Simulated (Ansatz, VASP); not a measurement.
Two plane-wave programs on SiNi

```
CELL_PARAMETERS angstrom
0.00000 2.37008 2.37008
2.37008 0.00000 2.37008
2.37008 2.37008 0.00000
ATOMIC_POSITIONS crystal
Ni 0.00000 0.00000 0.00000
Si 0.50000 0.50000 0.50000
```

Alike in both runs: functional PBE; k mesh 15 × 15 × 15; occupations fermi-dirac, width 0.08 eV; no spin polarisation.

Ansatz relaxed the structure, and its values are those at the end. VASP's run is a single point on that final structure, the one shown.

|  | VASP | Ansatz |
| --- | --- | --- |
| version | VASP 6.6.1 | Ansatz 0.2.0 |
| potentials or method | VASP PAW PBE potentials, release 64 (Ni, Si) | PAW with Ansatz's default frozen-core files, scalar-relativistic |
| plane-wave cutoff (eV) | 520 | 420 |
| valence electrons in the cell | 14 | 22 |

```tsv
	VASP	Ansatz	Ansatz less VASP
pressure (GPa)	0.0	0.0	0.00
```

VASP's potentials hold 14 valence electrons a cell and Ansatz's 22, so a difference there can come from the potentials and not from the codes.
